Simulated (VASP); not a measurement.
Input of a VASP 6.6.1 run:

The input INCAR:

```
SYSTEM = P
  ALGO = Normal
  EDIFF = 1E-6
  ENCUT = 520
  GGA = PE
  ISIF = 2
  ISMEAR = 0
  IVDW = 12
  LASPH = .TRUE.
  LCHARG = .TRUE.
  LELF = .TRUE.
  LREAL = .FALSE.
  LVHAR = .TRUE.
  LWAVE = .FALSE.
  NBANDS = 18
  NELM = 100
  PREC = Accurate
  SIGMA = 0.15
```

Contents of KPOINTS:

```
k-points
0
G
  16 16 12
  0 0 0
```

File POSCAR:

```
P
1.0
    1.6903342313     -5.1849362241      0.0000000000
    1.6903342313      5.1849362241      0.0000000000
    0.0000000000      0.0000000000      4.1668618235
P
4
Direct
    0.1063803446      0.8936196554      0.9280972034
    0.6063803446      0.3936196554      0.5719027966
    0.8936196554      0.1063803446      0.0719027966
    0.3936196554      0.6063803446      0.4280972034
```

Potentials or basis: VASP PAW PBE potentials, release 64 (P).

Run with:

```sh
$ cat potpaw_PBE.64/P/POTCAR > POTCAR
$ mpirun -np 1 vasp_std > vasp.out
```

(1) What does it give for the band gap on the k mesh?

(2) Estimate the pressure.

## Answers

(1) zero (bands 10 and 11 overlap by 0.19 eV).

(2) -3.3 GPa.

Caveat: the cell differs from its parent crystal (strain +0.0175 x Voigt [1, 1, 0, 0, 0, 0]); the cell stands under tension.
